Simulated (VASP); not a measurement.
Here is a VASP 6.6.1 calculation.

Contents of INCAR:

```
ALGO = Normal
EDIFF = 1E-6
EDIFFG = -0.005
ENCUT = 600
GGA = PE
IBRION = 2
ISIF = 3
ISMEAR = 0
IVDW = 12
LASPH = True
LCHARG = False
LREAL = False
LWAVE = False
NELM = 80
NSW = 100
PREC = Accurate
SIGMA = 0.1
```

File KPOINTS:

```
k-points
0
Gamma
  18 18 18
```

POSCAR

```
Nb
1.0
   -1.6351093854      1.6351093854      1.6351093854
    1.6351093854     -1.6351093854      1.6351093854
    1.6351093854      1.6351093854     -1.6351093854
Nb
1
Direct
    0.0000000000      0.0000000000      0.0000000000
```

Potentials or basis: VASP PAW PBE potentials, release 64 (Nb_sv).

The run is started by

```sh
$ cat potpaw_PBE.64/Nb_sv/POTCAR > POTCAR
$ mpirun -np 1 vasp_std > vasp.out
```

Predict the space group after relaxing (to 0.05 Å).

Im-3m (No. 229).

Predict the dispersion energy per atom.

-0.763 eV.

Predict the relaxed cell.

a = 2.827 Å, b = 2.827 Å, c = 2.827 Å, α = 109.47°, β = 109.47°, γ = 109.47°.

Final structure:
```yaml
crystal:
  lattice:
    - [-1.63242, 1.63242, 1.63242]
    - [1.63242, -1.63242, 1.63242]
    - [1.63242, 1.63242, -1.63242]
  atoms:
    - { symbol: Nb, position: [0.00000, 0.00000, 0.00000] }
```
